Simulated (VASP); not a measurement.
Write the native input for VASP 6.6.1 that does the following.

```yaml
Task: single point
Functional: PBE
Potentials_or_basis: VASP PAW PBE potentials, release 64 (Mg, S)
Cutoff: 520 eV
k_mesh: 6 × 6 × 4
Occupations: gaussian, width 0.01 eV
Spin: no spin polarisation
Dipole_correction: no
Further_INCAR_settings: ALGO = Normal; EDIFF = 1e-06; NBANDS = 16
```

The structure of MgS lies in POSCAR:

```
MgS
1.0
    4.2955415880      0.0000000000      0.0000000000
   -2.1477707940      3.7200481382      0.0000000000
    0.0000000000      0.0000000000      5.2850910748
Mg S
2 2
Direct
    0.3333333333      0.6666666667      0.2500000000
    0.6666666667      0.3333333333      0.7500000000
    0.6666666667      0.3333333333      0.2500000000
    0.3333333333      0.6666666667      0.7500000000
```

These files were run (other wordings do the same):

INCAR

```
SYSTEM = MgS
PREC = Accurate ; ENCUT = 520
EDIFF = 1E-6 ; ISMEAR = 0
SIGMA = 0.01 ; LREAL = .FALSE.
LASPH = .TRUE. ; NELM = 60
ALGO = Normal ; ISIF = 2
LWAVE = .FALSE. ; LCHARG = .FALSE.
GGA = PE ; NBANDS = 16
```

KPOINTS

```
Automatic mesh
0
G
  6 6 4
  0 0 0
```

Potentials or basis: VASP PAW PBE potentials, release 64 (Mg, S).

Run with:

```sh
$ cat potpaw_PBE.64/Mg/POTCAR potpaw_PBE.64/S/POTCAR > POTCAR
$ mpirun -np 1 vasp_std > vasp.out
```

It gave:

* Pressure: 0.9 GPa
* Band gap on the k mesh: 3.00 eV, direct

Wall time 14 s on 1 thread of Intel(R) Xeon(R) Platinum 8488C (Sapphire Rapids), on a shared host, peak memory 0.19 GiB.
